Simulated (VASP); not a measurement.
Here is a VASP 6.6.1 calculation.

File POSCAR:

```
In2Sb
1.0
    0.0000000000      3.4683463825      3.4683463825
    3.4683463825      0.0000000000      3.4683463825
    3.4683463825      3.4683463825      0.0000000000
In Sb
2 1
Direct
    0.2500000000      0.2500000000      0.2500000000
    0.7500000000      0.7500000000      0.7500000000
    0.0000000000      0.0000000000      0.0000000000
```

The input INCAR.step1:

```
SYSTEM = In2Sb
PREC = Accurate ; ENCUT = 520
ISMEAR = 0 ; SIGMA = 0.1
LREAL = .FALSE. ; LASPH = .TRUE.
NELM = 80 ; NBANDS = 22
GGA = PE ; ALGO = Normal
EDIFF = 1E-4 ; LWAVE = .TRUE.
LCHARG = .FALSE.
```

File INCAR.step2:

```
SYSTEM = In2Sb
PREC = Accurate ; ENCUT = 520
EDIFF = 1E-6 ; ISMEAR = 0
SIGMA = 0.1 ; LREAL = .FALSE.
LASPH = .TRUE. ; NELM = 80
ALGO = Normal ; ISIF = 2
LWAVE = .FALSE. ; LCHARG = .TRUE.
METAGGA = R2SCAN ; LMIXTAU = .TRUE.
LELF = .TRUE. ; LVHAR = .TRUE.
NBANDS = 22 ; ISTART = 1
```

Contents of KPOINTS:

```
regular mesh
0
G
  4 4 4
  0 0 0
```

Potentials or basis: VASP PAW PBE potentials, release 64 (In_d, Sb).

Run with:

```bash
$ cat potpaw_PBE.64/In_d/POTCAR potpaw_PBE.64/Sb/POTCAR > POTCAR
$ cp INCAR.step1 INCAR
$ mpirun -np 1 vasp_std > vasp.out
$ cp INCAR.step2 INCAR
$ mpirun -np 1 vasp_std > vasp.out
```

(1) Estimate the pressure.

(2) Predict the band gap on the k mesh.

## Answers

(1) 8.3 GPa.

(2) zero (an odd number of electrons rules out a gap without spin polarisation).

Caveat: the k points lie up to 0.39 Å⁻¹ apart, too coarse for converged energies and pressures of a metal; the PAW data sets were made with another functional, which shifts forces and pressure a little; spin-orbit coupling is left out, which moves the levels of the heavy elements.
